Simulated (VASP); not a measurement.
Input of a VASP 6.6.1 run:

Contents of INCAR:

```
SYSTEM = Tc
PREC = Accurate ; ENCUT = 520
EDIFF = 1E-6 ; ISMEAR = -1
SIGMA = 0.05 ; LREAL = .FALSE.
LASPH = .TRUE. ; NELM = 80
ALGO = Normal ; ISIF = 2
LWAVE = .FALSE. ; LCHARG = .FALSE.
GGA = PE ; NBANDS = 34
```

The input KPOINTS:

```
Automatic mesh
0
G
  11 11 3
  0 0 0
```

File POSCAR:

```
Tc
1.0
    2.7190691933      0.0000000000      0.0000000000
   -1.3595345966      2.3547829960      0.0000000000
    0.0000000000      0.0000000000      8.7492277804
Tc
4
Direct
    0.6666666667      0.3333333333      0.7500000000
    0.0000000000      0.0000000000      0.5000000000
    0.3333333333      0.6666666667      0.2500000000
    0.0000000000      0.0000000000      0.0000000000
```

Potentials or basis: VASP PAW PBE potentials, release 64 (Tc_pv).

The run is started by

```bash
$ cat potpaw_PBE.64/Tc_pv/POTCAR > POTCAR
$ mpirun -np 1 vasp_std > vasp.out
```

(1) Estimate the band gap on the k mesh.

(2) What does it give for the pressure?

Results:

(1) zero (band 26 reaches 14.91 eV, above the bottom of band 27 at 11.90 eV).

(2) 9.3 GPa.
